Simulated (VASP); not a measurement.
## KI: single point with PBEsol

KI:

```
CELL_PARAMETERS angstrom
0.00000 3.45406 3.52455
3.45406 0.00000 3.52455
3.45406 3.45406 0.00000
ATOMIC_POSITIONS crystal
K 0.00000 0.00000 0.00000
I 0.50000 0.50000 0.50000
```

This cell differs from its parent crystal: equal xx and yy strain of -2 %.

```
Program                : VASP 6.6.1
Task                   : single point
Functional             : PBEsol
Potentials or basis    : VASP PAW PBE potentials, release 64 (K_sv, I)
Cutoff                 : 520 eV
k mesh                 : 8 × 8 × 8
Occupations            : fermi-dirac, width 0.01 eV
Spin                   : no spin polarisation
Dipole correction      : no
Further INCAR settings : ALGO = Normal; EDIFF = 1e-06; NBANDS = 15
```

The pressure is 0.3 GPa and the band gap on the k mesh is 3.91 eV, direct.

Stress tensor (GPa, compression positive):
```
 0.54  0.00  0.00
 0.00  0.54  0.00
 0.00  0.00 -0.04
```

Levels at points of the mesh, in eV from the valence-band top:
| k point | band 4 | band 5 | band 6 | band 7 | band 8 | band 9 | band 10 | band 11 | band 12 | band 13 |
| --- | --- | --- | --- | --- | --- | --- | --- | --- | --- | --- |
| (0.00, 0.00, 0.00) | -11.81 | -10.62 | -0.01 | 0.00 | 0.00 | 3.91 | 6.31 | 6.44 | 6.44 | 7.13 |
| (0.50, 0.00, 0.00) | -11.81 | -10.25 | -1.47 | -0.39 | -0.38 | 5.42 | 7.73 | 8.08 | 8.24 | 8.73 |
| (0.50, 0.50, 0.00) | -11.83 | -10.46 | -1.12 | -0.38 | -0.38 | 4.74 | 5.77 | 8.08 | 8.82 | 8.83 |
| (0.50, 0.00, 0.50) | -11.83 | -10.45 | -1.09 | -0.43 | -0.40 | 4.73 | 5.78 | 8.13 | 8.83 | 8.90 |

It took 55 s on 1 thread of Intel(R) Xeon(R) Platinum 8259CL CPU @ 2.50GHz (Skylake/Cascade Lake), on a shared host, peak memory 0.27 GiB.

Caveat: the cell differs from its parent crystal (equal xx and yy strain of -2 %); the PAW data sets were made with another functional, which shifts forces and pressure a little; spin-orbit coupling is left out, which moves the levels of the heavy elements. A k mesh can miss the band edges.
